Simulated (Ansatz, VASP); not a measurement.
**Mg: VASP beside Ansatz**

File INCAR:

```
SYSTEM = Mg
PREC = Accurate
ENCUT = 600
EDIFF = 1E-6
ISMEAR = 0
SIGMA = 0.05
LREAL = .FALSE.
LASPH = .TRUE.
NELM = 120
ALGO = Normal
ISIF = 2
LWAVE = .FALSE.
LCHARG = .FALSE.
GGA = PE
NBANDS = 7
GGA_COMPAT = .FALSE.
```

Contents of KPOINTS:

```
Automatic mesh
0
G
  16 16 16
  0 0 0
```

POSCAR

```
Mg
1.0
   -1.7963617851      1.7963617851      1.7963617851
    1.7963617851     -1.7963617851      1.7963617851
    1.7963617851      1.7963617851     -1.7963617851
Mg
1
Direct
    0.0000000000      0.0000000000      0.0000000000
```

Input for Ansatz:

```yaml
crystal:
  lattice:
    - [-1.7963617851, 1.7963617851, 1.7963617851]
    - [1.7963617851, -1.7963617851, 1.7963617851]
    - [1.7963617851, 1.7963617851, -1.7963617851]
  atoms:
    - { symbol: Mg, position: [0.0, 0.0, 0.0] }
basis:
  ecutwfc: 600
  ecutrho_ratio: 5
kpoints:
  mp_grid: { grid: [16, 16, 16] }
hamiltonian:
  xc: pbe
scf:
  occupations: { method: gaussian, width: 0.05 }
output:
  forces: true
  stress: true
  eigenvalues: true
```

Alike in both runs: task single point; functional PBE; k mesh 16 × 16 × 16; occupations gaussian, width 0.05 eV; no spin polarisation.

|  | VASP | Ansatz |
| --- | --- | --- |
| version | VASP 6.6.1 | Ansatz 0.2.0 |
| potentials or method | VASP PAW PBE potentials, release 64 (Mg), cutoff 600 eV | scalar-relativistic, plane waves, PAW |
| valence electrons in the cell | 2 | 10 |

|  | VASP | Ansatz | Ansatz less VASP |
| --- | --- | --- | --- |
| pressure (GPa) | -0.5 | -0.4 | +0.12 |

VASP's potentials hold 2 valence electrons a cell and Ansatz's 10, so a difference there can come from the potentials and not from the codes.
